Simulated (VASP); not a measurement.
# Ta2N (P6/mmm) in VASP: further runs

Runs on Ta2N. Level: PBE. Tasks: single point.

Program: VASP 6.6.1. These are calculated values, not measurements. Logs are shortened: lines on timing, memory, paths and dates and some standing lists are left out, and cuts for length are marked.

### Step 1. The cell of the first run

The structure is hexagonal, space group P6/mmm (No. 191). Conventional cell: a = 6.654 Å, b = 6.654 Å, c = 2.825 Å, α = 90.00°, β = 90.00°, γ = 120.00°. Ta (site symmetry mmm) has 2 N at 1.92 Å within 2.5 Å. Ta (site symmetry 6/mmm) has 14 Ta at 2.82 to 3.61 Å within 3.7 Å. Within 2.5 Å of N (site symmetry -6m2) lie 3 Ta at 1.92 Å.

### Step 2. Single point, PBE

Input file INCAR:

```
  PREC = Accurate
  ENCUT = 520
  EDIFF = 1E-7
  ISMEAR = 0
  SIGMA = 0.1
  LREAL = False
  LASPH = True
  NELM = 60
  ALGO = Normal
  ISIF = 2
  LWAVE = False
  LCHARG = False
  GGA = PE
  NBANDS = 36
```

Input file KPOINTS:

```
regular mesh
0
Gamma
  3 3 6
```

Input file POSCAR:

```
Ta2N
1.0
    6.6535568897      0.0000000000      0.0000000000
   -3.3267784448      5.7621492920      0.0000000000
    0.0000000000      0.0000000000      2.8248599739
Ta N
4 2
Direct
    0.5000000000      0.0000000000      0.5000000000
    0.0000000000      0.5000000000      0.5000000000
    0.5000000000      0.5000000000      0.5000000000
    0.0000000000      0.0000000000      0.0000000000
    0.3333333333      0.6666666667      0.5000000000
    0.6666666667      0.3333333333      0.5000000000
```

Potentials or basis: VASP PAW PBE potentials, release 64 (Ta_pv, N).

Started as:

```console
$ cat potpaw_PBE.64/Ta_pv/POTCAR potpaw_PBE.64/N/POTCAR > POTCAR
$ mpirun -np 1 vasp_std > vasp.out
```

OUTCAR:

```text
PREC = Accurate
   ENCUT = 520
   EDIFF = 1E-7
   ISMEAR = 0
   LREAL = False
   LASPH = True
   NELM = 60
   ISIF = 2
   GGA = PE

 ion  position               nearest neighbor table
   1  0.500  0.000  0.500-   5 1.92   6 1.92   3 3.33   3 3.33   2 3.33   2 3.33
   2  0.000  0.500  0.500-   5 1.92   6 1.92   3 3.33   3 3.33   1 3.33   1 3.33
   3  0.500  0.500  0.500-   5 1.92   6 1.92   1 3.33   1 3.33   2 3.33   2 3.33
   4  0.000  0.000  0.000-
   5  0.333  0.667  0.500-   1 1.92   2 1.92   3 1.92
   6  0.667  0.333  0.500-   1 1.92   2 1.92   3 1.92

  LATTYP: Found a hexagonal cell.
 ALAT       =     6.6535568897
 C/A-ratio  =     0.4245638868

  Lattice vectors:

 A1 = (   6.6535568897,   0.0000000000,   0.0000000000)
 A2 = (  -3.3267784448,   5.7621492920,   0.0000000000)
 A3 = (   0.0000000000,   0.0000000000,   2.8248599739)

Analysis of symmetry for initial positions (statically):
=====================================================================
 Subroutine PRICEL returns:
 Original cell was already a primitive cell.

 Routine SETGRP: Setting up the symmetry group for a
 hexagonal supercell.

 Subroutine GETGRP returns: Found 24 space group operations
 (whereof 24 operations were pure point group operations)
 out of a pool of 24 trial point group operations.

The static configuration has the point symmetry D_6h.

Analysis of symmetry for dynamics (positions and initial velocities):
=====================================================================
 Subroutine PRICEL returns:
 Original cell was already a primitive cell.

 Routine SETGRP: Setting up the symmetry group for a
 hexagonal supercell.

 Subroutine GETGRP returns: Found 24 space group operations
 (whereof 24 operations were pure point group operations)
 out of a pool of 24 trial point group operations.

The dynamic configuration has the point symmetry D_6h.

 Subroutine INISYM returns: Found 24 space group operations
 (whereof 24 operations are pure point group operations),
 and found     1 'primitive' translations

----------------------------------------------------------------------------------------

                                     Primitive cell

[... 83 lines left out ...]
   ENCUT  =  520.0 eV  38.22 Ry    6.18 a.u.  12.37 12.37  5.25*2*pi/ulx,y,z
   NELM   =     60;   NELMIN=  2; NELMDL= -5     # of ELM steps
   EDIFF  = 0.1E-06   stopping-criterion for ELM
   LREAL  =      F    real-space projection
   EDIFFG = 0.1E-05   stopping-criterion for IOM
   NSW    =      0    number of steps for IOM
   IBRION =     -1    ionic relax: 0-MD 1-quasi-New 2-CG
   NFREE  =      0    steps in history (QN), initial steepest desc. (CG)
   ISIF   =      2    stress and relaxation
   ISYM   =      2    0-nonsym 1-usesym 2-fastsym
   POTIM  = 0.5000    time-step for ionic-motion
   TEBEG  =    0.0;   TEEND  =   0.0 temperature during run
   PSTRESS=    0.0 pullay stress
   NELECT =      54.0000    total number of electrons
   NUPDOWN=      -1.0000    fix difference up-down
   EMIN   =  10.00;   EMAX   =-10.00  energy-range for DOS
   EFERMI =   0.00;   METHOD = LEGACY
   ISMEAR =     0;   SIGMA  =   0.10  broadening in eV -4-tet -1-fermi 0-gaus
   EFERMI_NEDOS =   21; number of points for ismear=-14 and -15
   IALGO  =     38    algorithm
   IMIX   =      4    mixing-type and parameters
     AMIX     =   0.40;   BMIX     =  1.00
     AMIX_MAG =   1.60;   BMIX_MAG =  1.00
  volume/ion in A,a.u.               =      18.05       121.81
  Fermi-wavevector in a.u.,A,eV,Ry     =   1.298158  2.453163 22.928741  1.685215
  Thomas-Fermi vector in A             =   2.429505
   LORBIT       =      0    0 simple, 1 ext, 2 COOP (PROOUT), +10 PAW based schemes
   GGA     = PE    functional components
   LHFCALC =     F    Hartree Fock is set to
   AEXX    =    0.0000 exact exchange contribution
   IVDW    =     0    specifies the selected vdW correction
   LEPSILON=     F    determine dielectric tensor
   LRPA    =     F    only Hartree local field effects (RPA)
 non-spin polarized calculation
 Gauss-broadening in eV      SIGMA  =   0.10
  energy-cutoff  :      520.00
  volume of cell :      108.30
 maximum number of plane-waves:      2933
 NGX is ok and might be reduce to    50
   NGX = 25   NGY = 25   NGZ = 11

 number of electron      54.0000002 magnetization

 Free energy of the ion-electron system (eV)
  ---------------------------------------------------
  ext. energy  EPLUGINS =         0.00000000
  ---------------------------------------------------
  free energy    TOTEN  =       -61.56317786 eV

  energy without entropy =      -61.55079125  energy(sigma->0) =      -61.55698455

 E-fermi :   4.0710     XC(G=0): -11.2195

 val. band max:        3.9604636993   @ k =   0.3333   0.3333   0.0000
 cond. band min:       4.0786750110   @ k =   0.0000   0.0000   0.1667
 fundamental gap:      0.1182113117
 Fermi energy:         4.0710271708

 k-point     1 :       0.0000    0.0000    0.0000
  band No.  band energies     occupation
      1     -31.1998      2.00000
      2     -30.8039      2.00000
      3     -30.8039      2.00000
      4     -30.6324      2.00000
      5     -30.6324      2.00000
      6     -30.4507      2.00000
[... 457 lines left out ...]
     35       7.3322      0.00000
     36       7.3322      0.00000

------------------------ aborting loop because EDIFF is reached ----------------------------------------

  FORCE on cell =-STRESS in cart. coord.  units (eV):
  Direction    XX          YY          ZZ          XY          YZ          ZX
  --------------------------------------------------------------------------------------
  -------------------------------------------------------------------------------------
  Total        0.4080005      0.4080005     -0.0881836      0.0000000     -0.0000000      0.0000000
  in kB        6.0358154      6.0358154     -1.3045566      0.0000000     -0.0000000      0.0000000
  external PRESSURE =       3.5890248 kB  Pullay stress =       0.0000000 kB

 VOLUME and BASIS-vectors are now :
 -----------------------------------------------------------------------------
  energy-cutoff  :      520.00
  volume of cell :      108.30
      direct lattice vectors                 reciprocal lattice vectors
     6.653556890  0.000000000  0.000000000     0.150295551  0.086773177  0.000000000
    -3.326778445  5.762149292  0.000000000     0.000000000  0.173546354  0.000000000
     0.000000000  0.000000000  2.824859974     0.000000000  0.000000000  0.353999848

 POSITION                                       TOTAL-FORCE (eV/Angst)
 -----------------------------------------------------------------------------------
      3.32678      0.00000      1.41243        -0.000000      0.000000      0.000000
     -1.66339      2.88107      1.41243        -0.000000      0.000000      0.000000
      1.66339      2.88107      1.41243        -0.000000      0.000000      0.000000
      0.00000      0.00000      0.00000        -0.000000      0.000000      0.000000
     -0.00000      3.84143      1.41243         0.000000      0.000000      0.000000
      3.32678      1.92072      1.41243         0.000000      0.000000      0.000000
 -----------------------------------------------------------------------------------
    total drift:                               -0.000000      0.000000      0.000000

  FREE ENERGIE OF THE ION-ELECTRON SYSTEM (eV)
  ---------------------------------------------------
  free  energy   TOTEN  =       -61.5631778600 eV

  energy  without entropy=      -61.5507912492  energy(sigma->0) =      -61.55698455
```

stdout:

```text
POSCAR found type information on POSCAR TaN
 POSCAR found :  2 types and       6 ions
 scaLAPACK will be used
 LDA part: xc-table for (Slater+PW92), standard interpolation
 POSCAR, INCAR and KPOINTS ok, starting setup
 FFT: planning ... GRIDC
 FFT: planning ... GRID_SOFT
 FFT: planning ... GRID
 WAVECAR not read
 entering main loop
```

Run time: 54 s. Hardware: 1 thread of Intel Xeon Platinum 8375C at 2.90GHz (Ice Lake), shared host; peak memory 0.24 GiB.

What came out:

```
Free energy            : -61.5632 eV
Pressure               : 0.4 GPa
Band gap on the k mesh : zero (band 27 reaches 4.69 eV, above the bottom of band 28 at 3.76 eV)
```

Stress tensor (GPa, compression positive):
```
 0.60  0.00  0.00
 0.00  0.60  0.00
 0.00  0.00 -0.13
```

Levels at points of the mesh, in eV from the Fermi level:
| k point | band 23 | band 24 | band 25 | band 26 | band 27 | band 28 | band 29 | band 30 |
| --- | --- | --- | --- | --- | --- | --- | --- | --- |
| (0.00, 0.00, 0.00) | -2.80 | -1.18 | -1.18 | -1.13 | -0.76 | 0.90 | 0.90 | 1.87 |
| (0.00, 0.00, 0.50) | -1.21 | -0.83 | -0.83 | 0.14 | 0.19 | 0.28 | 0.28 | 0.52 |

Caveat: the k points lie up to 0.37 Å⁻¹ apart; spin-orbit coupling is left out, which moves the levels of the heavy elements.

### Step 3. Single point, PBE

This run uses another cell than the first one, of 15.86 Å³/atom, 0.879 times its volume.

Input file INCAR:

```
ALGO = Normal ; EDIFF = 1E-6
ENCUT = 520 ; GGA = PE
ISIF = 2 ; ISMEAR = 0
LASPH = True ; LCHARG = True
LELF = True ; LREAL = False
LVHAR = True ; LWAVE = False
NBANDS = 36 ; NELM = 60
PREC = Accurate ; SIGMA = 0.1
```

Input file KPOINTS:

```
k-points
0
Gamma
  6 6 4
```

Input file POSCAR:

```
Ta2N
1.0
    5.1231598700      0.0000000000      0.0000000000
   -2.5615799300      4.4367865900      0.0000000000
    0.0000000000      0.0000000000      4.1874003500
Ta N
4 2
Direct
    0.5000000000      0.0000000000      0.5000000000
    0.0000000000      0.5000000000      0.5000000000
    0.5000000000      0.5000000000      0.5000000000
    0.0000000000      0.0000000000      0.0000000000
    0.3333333300      0.6666666700      0.5000000000
    0.6666666700      0.3333333300      0.5000000000
```

Potentials or basis: VASP PAW PBE potentials, release 64 (Ta_pv, N).

Started as:

```console
$ cat potpaw_PBE.64/Ta_pv/POTCAR potpaw_PBE.64/N/POTCAR > POTCAR
$ mpirun -np 1 vasp_std > vasp.out
```

Run time: 75 s. Hardware: 1 thread of Intel Xeon Platinum 8375C at 2.90GHz (Ice Lake), shared host; peak memory 0.24 GiB.

Results (log left out):

- Free energy: -15.7119 eV
- Pressure: 211.7 GPa
- Band gap on the k mesh: zero (band 27 reaches 5.86 eV, above the bottom of band 28 at 4.57 eV)

Stress tensor (GPa, compression positive):
```
331.19   0.00   0.00
  0.00 331.19   0.00
  0.00   0.00 -27.29
```

Levels at points of the mesh, in eV from the Fermi level:
```
           k point  band 23  band 24  band 25  band 26  band 27  band 28  band 29  band 30  band 31  band 32
(0.00, 0.00, 0.00)    -2.41    -2.41     0.58     0.58     0.83     0.83     2.39     2.39     2.41     3.25
(0.50, 0.00, 0.00)    -1.37    -1.34    -1.18    -0.92    -0.56     0.41     0.55     0.72     0.89     1.36
(0.00, 0.00, 0.50)    -1.30    -1.30    -0.40    -0.40    -0.16     0.11     0.11     1.45     1.45     1.63
(0.50, 0.00, 0.50)    -2.10    -1.80    -0.89    -0.60    -0.17     0.54     0.83     1.66     1.95     2.34
```

Caveat: the k points lie up to 0.38 Å⁻¹ apart; spin-orbit coupling is left out, which moves the levels of the heavy elements.

### Step 4. Single point, PBE

This run uses another cell than the first one, of 18.60 Å³/atom, 1.031 times its volume.

Input file INCAR:

```
  PREC = Accurate
  ENCUT = 520
  EDIFF = 1E-6
  ISMEAR = 0
  SIGMA = 0.1
  LREAL = False
  LASPH = True
  NELM = 60
  ALGO = Normal
  ISIF = 2
  LWAVE = False
  LCHARG = False
  GGA = PE
  NBANDS = 36
```

Input file KPOINTS:

```
Automatic mesh
0
Gamma
  6 6 4
```

Input file POSCAR:

```
Ta2N
1.0
    6.6152683163     -0.0000000037      0.0000000000
   -3.3076341549      5.7289904166      0.0000000000
    0.0000000000      0.0000000000      2.9454606100
Ta N
4 2
Direct
    0.5000000000      0.0000000000      0.5000000000
    0.0000000000      0.5000000000      0.5000000000
    0.5000000000      0.5000000000      0.5000000000
    0.0000000000      0.0000000000      0.0000000000
    0.3333333333      0.6666666667      0.5000000000
    0.6666666667      0.3333333333      0.5000000000
```

Started as:

```console
$ cat potpaw_PBE.64/Ta_pv/POTCAR potpaw_PBE.64/N/POTCAR > POTCAR
$ mpirun -np 1 vasp_std > vasp.out
```

Run time: 84 s. Hardware: 1 thread of Intel Xeon Platinum 8375C at 2.90GHz (Ice Lake), shared host; peak memory 0.26 GiB.

It converged, with:

* Free energy: -60.7441 eV
* Pressure: 0.4 GPa
* Band gap on the k mesh: zero (band 27 reaches 4.33 eV, above the bottom of band 28 at 3.46 eV)

Stress tensor (GPa, compression positive):
```
 0.63  0.00  0.00
 0.00  0.63  0.00
 0.00  0.00 -0.05
```

Levels at points of the mesh, in eV from the Fermi level:
```
           k point  band 23  band 24  band 25  band 26  band 27  band 28  band 29  band 30  band 31  band 32
(0.00, 0.00, 0.00)    -2.84    -1.23    -1.04    -1.04    -0.90     0.93     0.93     1.83     1.83     2.11
(0.50, 0.00, 0.00)    -2.86    -2.19    -1.26    -0.85    -0.81    -0.45     0.16     2.33     2.50     2.76
(0.00, 0.00, 0.50)    -1.53    -0.77    -0.77    -0.03     0.29     0.29     0.36     0.52     0.52     0.77
(0.50, 0.00, 0.50)    -1.55    -1.33    -1.30    -0.30     0.34     0.84     1.29     2.23     2.33     2.56
```

Caveat: the k points lie up to 0.53 Å⁻¹ apart; spin-orbit coupling is left out, which moves the levels of the heavy elements.

### Step 5. Overview

```csv
cell,k mesh,gap on the mesh (eV),pressure (GPa)
"a = 6.654, b = 6.654, c = 2.825 Å, angles 90.0, 90.0, 120.0°, 6 atoms",3 × 3 × 6,none,0.4
"a = 5.123, b = 5.123, c = 4.187 Å, angles 90.0, 90.0, 120.0°, 6 atoms",6 × 6 × 4,none,211.7
"a = 6.615, b = 6.615, c = 2.945 Å, angles 90.0, 90.0, 120.0°, 6 atoms",6 × 6 × 4,none,0.4
```

Alike in all rows: task single point; level PBE; potentials or basis VASP PAW PBE potentials, release 64 (Ta_pv, N); no spin polarisation; cutoff (eV) 520; smearing gaussian 0.1 eV.

Caveats: all runs use coarse meshes; spin-orbit coupling is left out, which moves the levels of the heavy elements.

Total energies depend on the potentials used, so only differences within one code and one set of settings carry meaning.
